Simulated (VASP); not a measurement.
# BaTiO3 (R3m) in VASP: further runs

Runs on BaTiO3. Level: PBE+U. Tasks: single point.

All numbers are computed with VASP 6.6.1; they aren't measurements. Logs are shortened: lines on timing, memory, paths and dates and some standing lists are left out, and cuts for length are marked.

## (1) The cell of the first run

Symmetry: R3m, No. 160, trigonal system. Conventional cell: a = 5.818 Å, b = 5.818 Å, c = 7.213 Å, α = 90.00°, β = 90.00°, γ = 120.00°. Within 3.7 Å of Ba (site symmetry 3m) lie 12 O at 2.81 to 3.06 Å and 8 Ti at 3.51 to 3.70 Å. Within 2.5 Å of Ti (site symmetry 3m) lie 6 O at 1.88 to 2.27 Å. Within 2.5 Å of O (site symmetry m) lie 2 Ti at 1.88 to 2.27 Å.

## (2) Single point, PBE+U (14.10 Å³/atom)

INCAR reads:

```
PREC = Accurate
ENCUT = 1340
EDIFF = 1E-6
ISMEAR = 0
SIGMA = 0.02
LREAL = F
LASPH = T
NELM = 200
ALGO = Normal
ISIF = 2
LWAVE = F
LCHARG = F
LMAXMIX = 4
LDAU = T
LDAUTYPE = 2
LDAUL = -1 2 -1
LDAUU = 0 4 0
LDAUJ = 0 0 0
LDAUPRINT = 1
GGA = PE
NBANDS = 28
GGA_COMPAT = F
```

KPOINTS reads:

```
Automatic mesh
0
Gamma
  6 6 6
```

POSCAR reads:

```
BaTiO3
1.0
    2.9091196332      1.6795810033      2.4041728672
   -2.9091196332      1.6795810033      2.4041728672
    0.0000000000     -3.3591620067      2.4041728672
Ba Ti O
1 1 3
Direct
    0.0082067989      0.0082067989      0.0082067989
    0.5209965413      0.5209965413      0.5209965413
    0.4877050844      0.4877050844      0.9740864909
    0.4877050844      0.9740864909      0.4877050844
    0.9740864909      0.4877050844      0.4877050844
```

Potentials or basis: VASP PAW PBE potentials, release 64 (Ba_sv, Ti_sv, O_h).

Command:

```bash
$ cat potpaw_PBE.64/Ba_sv/POTCAR potpaw_PBE.64/Ti_sv/POTCAR potpaw_PBE.64/O_h/POTCAR > POTCAR
$ mpirun -np 1 vasp_std > vasp.out
```

OUTCAR:

```text
PREC = Accurate
   ENCUT = 1340
   EDIFF = 1E-6
   ISMEAR = 0
   LREAL = F
   LASPH = T
   NELM = 200
   ISIF = 2
   GGA = PE

 ion  position               nearest neighbor table
   1  0.008  0.008  0.008-   3 2.81   4 2.81   5 2.81   5 2.92   4 2.92   3 2.92   3 2.92   4 2.92
                             5 2.92   3 3.06   4 3.06   5 3.06   2 3.51   2 3.54   2 3.54   2 3.54
   2  0.521  0.521  0.521-   4 1.88   5 1.88   3 1.88   1 3.51   1 3.54   1 3.54   1 3.54   1 3.60
                             1 3.60   1 3.60   1 3.70
   3  0.488  0.488  0.974-   2 1.88   1 2.81   1 2.92   1 2.92   1 3.06
   4  0.488  0.974  0.488-   2 1.88   1 2.81   1 2.92   1 2.92   1 3.06
   5  0.974  0.488  0.488-   2 1.88   1 2.81   1 2.92   1 2.92   1 3.06

  LATTYP: Found a trigonal (rhomboedric) cell.
 ALAT       =     4.1308614794
 COS(alpha) =     0.0080908549

  Lattice vectors:

 A1 = (   2.9091196332,   1.6795810033,   2.4041728672)
 A2 = (  -2.9091196332,   1.6795810033,   2.4041728672)
 A3 = (   0.0000000000,  -3.3591620067,   2.4041728672)

Analysis of symmetry for initial positions (statically):
=====================================================================
 Subroutine PRICEL returns:
 Original cell was already a primitive cell.

 Routine SETGRP: Setting up the symmetry group for a
 trigonal (rhombohedral) supercell.

 Subroutine GETGRP returns: Found  6 space group operations
 (whereof  6 operations were pure point group operations)
 out of a pool of 12 trial point group operations.

The static configuration has the point symmetry C_3v.

Analysis of symmetry for dynamics (positions and initial velocities):
=====================================================================
 Subroutine PRICEL returns:
 Original cell was already a primitive cell.

 Routine SETGRP: Setting up the symmetry group for a
 trigonal (rhombohedral) supercell.

 Subroutine GETGRP returns: Found  6 space group operations
 (whereof  6 operations were pure point group operations)
 out of a pool of 12 trial point group operations.

The dynamic configuration has the point symmetry C_3v.

 Subroutine INISYM returns: Found  6 space group operations
 (whereof  6 operations are pure point group operations),
 and found     1 'primitive' translations

----------------------------------------------------------------------------------------

                                     Primitive cell

  volume of cell :      70.4822

  direct lattice vectors                    reciprocal lattice vectors
     2.909119633  1.679581003  2.404172867     0.171873303  0.099231098  0.138647823
    -2.909119633  1.679581003  2.404172867    -0.171873303  0.099231098  0.138647823
     0.000000000 -3.359162007  2.404172867     0.000000000 -0.198462195  0.138647823

  length of vectors
     4.130861479  4.130861479  4.130861479     0.242095976  0.242095976  0.242095976

  position of ions in fractional coordinates (direct lattice)
     0.008206799  0.008206799  0.008206799
     0.520996541  0.520996541  0.520996541
     0.487705084  0.487705084  0.974086491
     0.487705084  0.974086491  0.487705084
     0.974086491  0.487705084  0.487705084

  ion indices of the primitive-cell ions
   primitive index   ion index
                 1           1
                 2           2
                 3           3
                 4           4
                 5           5

----------------------------------------------------------------------------------------

 KPOINTS: Automatic mesh

Automatic generation of k-mesh.
 Grid dimensions read from file:
[... 49 lines left out ...]
   total plane-waves  NPLWV = 125000
   dimension x,y,z NGX =    50 NGY =   50 NGZ =   50
   dimension x,y,z NGXF=   100 NGYF=  100 NGZF=  100
   ions per type =               1   1   3
   NGX,Y,Z   is equivalent  to a cutoff of  20.12, 20.12, 20.12 a.u.
   NGXF,Y,Z  is equivalent  to a cutoff of  40.24, 40.24, 40.24 a.u.
 SYSTEM =  unknown system
   PREC   = accura    normal or accurate (medium, high low for compatibility)
   ISTART =      0    job   : 0-new  1-cont  2-samecut
   ICHARG =      2    charge: 1-file 2-atom 10-const
   ISPIN  =      1    spin polarized calculation?
   LNONCOLLINEAR =      F non collinear calculations
   LSORBIT =      F    spin-orbit coupling
   LASPH  =      T    aspherical Exc in radial PAW
   ENCUT  = 1340.0 eV  98.49 Ry    9.92 a.u.  12.33 12.33 12.33*2*pi/ulx,y,z
   NELM   =    200;   NELMIN=  2; NELMDL= -5     # of ELM steps
   EDIFF  = 0.1E-05   stopping-criterion for ELM
   LREAL  =      F    real-space projection
   EDIFFG = 0.1E-04   stopping-criterion for IOM
   NSW    =      0    number of steps for IOM
   IBRION =     -1    ionic relax: 0-MD 1-quasi-New 2-CG
   NFREE  =      0    steps in history (QN), initial steepest desc. (CG)
   ISIF   =      2    stress and relaxation
   ISYM   =      2    0-nonsym 1-usesym 2-fastsym
   POTIM  = 0.5000    time-step for ionic-motion
   TEBEG  =    0.0;   TEEND  =   0.0 temperature during run
   PSTRESS=    0.0 pullay stress
   NELECT =      40.0000    total number of electrons
   NUPDOWN=      -1.0000    fix difference up-down
   EMIN   =  10.00;   EMAX   =-10.00  energy-range for DOS
   EFERMI =   0.00;   METHOD = LEGACY
   ISMEAR =     0;   SIGMA  =   0.02  broadening in eV -4-tet -1-fermi 0-gaus
   EFERMI_NEDOS =   21; number of points for ismear=-14 and -15
   IALGO  =     38    algorithm
   IMIX   =      4    mixing-type and parameters
     AMIX     =   0.40;   BMIX     =  1.00
     AMIX_MAG =   1.60;   BMIX_MAG =  1.00
  volume/ion in A,a.u.               =      14.10        95.13
  Fermi-wavevector in a.u.,A,eV,Ry     =   1.355403  2.561340 24.995486  1.837116
  Thomas-Fermi vector in A             =   2.482493
   LORBIT       =      0    0 simple, 1 ext, 2 COOP (PROOUT), +10 PAW based schemes
 LDA+U is selected, type is set to LDAUTYPE =  2
   angular momentum for each species LDAUL =    -1    2   -1
   U (eV)           for each species LDAUU =   0.0  4.0  0.0
   J (eV)           for each species LDAUJ =   0.0  0.0  0.0
   GGA     = PE    functional components
   LHFCALC =     F    Hartree Fock is set to
   AEXX    =    0.0000 exact exchange contribution
   IVDW    =     0    specifies the selected vdW correction
   LEPSILON=     F    determine dielectric tensor
   LRPA    =     F    only Hartree local field effects (RPA)
 non-spin polarized calculation
 Gauss-broadening in eV      SIGMA  =   0.02
  energy-cutoff  :     1340.00
  volume of cell :       70.48
 maximum number of plane-waves:      7874
 NGX is ok and might be reduce to    50
   NGX = 25   NGY = 25   NGZ = 25

atom =   2  type =  2  l = 2

 onsite density matrix

spin component  1

  0.1707  0.0000 -0.0000  0.0626  0.0000
  0.0000  0.1855 -0.0000 -0.0000  0.0626
 -0.0000 -0.0000  0.1117  0.0000  0.0000
  0.0626 -0.0000  0.0000  0.1855 -0.0000
  0.0000  0.0626  0.0000 -0.0000  0.1707

spin component  2

  0.1707  0.0000 -0.0000  0.0626  0.0000
  0.0000  0.1855 -0.0000 -0.0000  0.0626
 -0.0000 -0.0000  0.1117  0.0000  0.0000
  0.0626 -0.0000  0.0000  0.1855 -0.0000
  0.0000  0.0626  0.0000 -0.0000  0.1707

 occupancies and eigenvectors

  o =  0.1117  v =  0.0000 -0.0000 -1.0000 -0.0000  0.0000  0.0000  0.0000  0.0000  0.0000  0.0000      0.0000  0.0000  0.0000  0.0000  0.0000  0.0000  0.0000  0.0000  0.0000  0.0000
  o =  0.1117  v =  0.0000  0.0000  0.0000  0.0000  0.0000  0.0000 -0.0000 -1.0000 -0.0000  0.0000      0.0000  0.0000  0.0000  0.0000  0.0000  0.0000  0.0000  0.0000  0.0000  0.0000
  o =  0.1151  v =  0.0000 -0.6643  0.0000  0.0000  0.7474  0.0000  0.0000  0.0000  0.0000  0.0000      0.0000  0.0000  0.0000  0.0000  0.0000  0.0000  0.0000  0.0000  0.0000  0.0000
  o =  0.1151  v =  0.0000  0.0000  0.0000  0.0000  0.0000  0.0000 -0.6643  0.0000  0.0000  0.7474      0.0000  0.0000  0.0000  0.0000  0.0000  0.0000  0.0000  0.0000  0.0000  0.0000
  o =  0.1151  v =  0.0000  0.0000  0.0000  0.0000  0.0000 -0.7474  0.0000 -0.0000  0.6643  0.0000      0.0000  0.0000  0.0000  0.0000  0.0000  0.0000  0.0000  0.0000  0.0000  0.0000
  o =  0.1151  v = -0.7474  0.0000 -0.0000  0.6643  0.0000  0.0000  0.0000  0.0000  0.0000  0.0000      0.0000  0.0000  0.0000  0.0000  0.0000  0.0000  0.0000  0.0000  0.0000  0.0000
  o =  0.2412  v = -0.6643  0.0000  0.0000 -0.7474 -0.0000  0.0000  0.0000  0.0000  0.0000  0.0000      0.0000  0.0000  0.0000  0.0000  0.0000  0.0000  0.0000  0.0000  0.0000  0.0000
  o =  0.2412  v =  0.0000  0.0000  0.0000  0.0000  0.0000 -0.6643  0.0000  0.0000 -0.7474 -0.0000      0.0000  0.0000  0.0000  0.0000  0.0000  0.0000  0.0000  0.0000  0.0000  0.0000
  o =  0.2412  v =  0.0000  0.0000  0.0000  0.0000  0.0000  0.0000  0.7474  0.0000 -0.0000  0.6643      0.0000  0.0000  0.0000  0.0000  0.0000  0.0000  0.0000  0.0000  0.0000  0.0000
  o =  0.2412  v =  0.0000  0.7474  0.0000 -0.0000  0.6643  0.0000  0.0000  0.0000  0.0000  0.0000      0.0000  0.0000  0.0000  0.0000  0.0000  0.0000  0.0000  0.0000  0.0000  0.0000

 number of electron      40.0000000 magnetization

 Free energy of the ion-electron system (eV)
  ---------------------------------------------------
  ext. energy  EPLUGINS =         0.00000000
  ---------------------------------------------------
  free energy    TOTEN  =       -37.27000348 eV

  energy without entropy =      -37.27000348  energy(sigma->0) =      -37.27000348

 E-fermi :   3.5950     XC(G=0): -10.7435

 val. band max:        3.4914903867   @ k =   0.5000   0.5000   0.5000
 cond. band min:       6.4928994525   @ k =   0.1667  -0.0000  -0.0000
 fundamental gap:      3.0014090658
 Fermi energy:         3.5950019959

 k-point     1 :       0.0000    0.0000    0.0000
  band No.  band energies     occupation
      1     -53.9816      2.00000
      2     -30.1892      2.00000
      3     -30.1613      2.00000
      4     -30.1613      2.00000
      5     -21.5442      2.00000
      6     -13.1312      2.00000
[... 733 lines left out ...]
     27      11.1870      0.00000
     28      11.6020      0.00000

 [... further k-points ...]
[... 5 lines left out ...]
  --------------------------------------------------------------------------------------
  -------------------------------------------------------------------------------------
  Total       -0.6757859     -0.6757859     -1.0311372      0.0000000      0.0000000      0.0000000
  in kB      -15.3617328    -15.3617328    -23.4394568      0.0000000      0.0000000      0.0000000
  external PRESSURE =     -18.0543075 kB  Pullay stress =       0.0000000 kB

 VOLUME and BASIS-vectors are now :
 -----------------------------------------------------------------------------
  energy-cutoff  :     1340.00
  volume of cell :       70.48
      direct lattice vectors                 reciprocal lattice vectors
     2.909119633  1.679581003  2.404172867     0.171873303  0.099231098  0.138647823
    -2.909119633  1.679581003  2.404172867    -0.171873303  0.099231098  0.138647823
     0.000000000 -3.359162007  2.404172867     0.000000000 -0.198462195  0.138647823

 POSITION                                       TOTAL-FORCE (eV/Angst)
 -----------------------------------------------------------------------------------
      0.00000     -0.00000      0.05919        -0.000000      0.000000     -0.059532
      0.00000     -0.00000      3.75770        -0.000000      0.000000     -0.743699
      0.00000     -1.63383      4.68693        -0.000000     -0.381742      0.267744
     -1.41494      0.81692      4.68693        -0.330598      0.190871      0.267744
      1.41494      0.81692      4.68693         0.330598      0.190871      0.267744
 -----------------------------------------------------------------------------------
    total drift:                                0.000000     -0.000000      0.002114

  FREE ENERGIE OF THE ION-ELECTRON SYSTEM (eV)
  ---------------------------------------------------
  free  energy   TOTEN  =       -37.2700034773 eV

  energy  without entropy=      -37.2700034773  energy(sigma->0) =      -37.27000348
```

Wall time 3.3 min (1 thread of Intel Xeon 6975P-C (Granite Rapids), shared host); peak memory 0.54 GiB.

Results:

| Property | Result |
| --- | --- |
| Free energy | -37.2700 eV |
| Pressure | -1.8 GPa |
| Largest force | 0.744 eV/Å |
| Band gap on the k mesh | 3.00 eV (least direct gap 3.58 eV) |

Forces in eV/Å, atoms in the order of the input:
```
Ba   0.000  0.000 -0.060
Ti   0.000  0.000 -0.744
O    0.000 -0.382  0.268
O   -0.331  0.191  0.268
O    0.331  0.191  0.268
```

Eigenvalues of the final occupation matrices:
| site | spin | trace | eigenvalues |
| --- | --- | --- | --- |
| site 2 d | 1 | 0.82 | 0.11 0.12 0.12 0.24 0.24 |
| site 2 d | 2 | 0.82 | 0.11 0.12 0.12 0.24 0.24 |

Caveat: spin-orbit coupling is left out, which moves the levels of the heavy elements. A k mesh can miss the band edges.

(Part 1 of 2 ends here.)
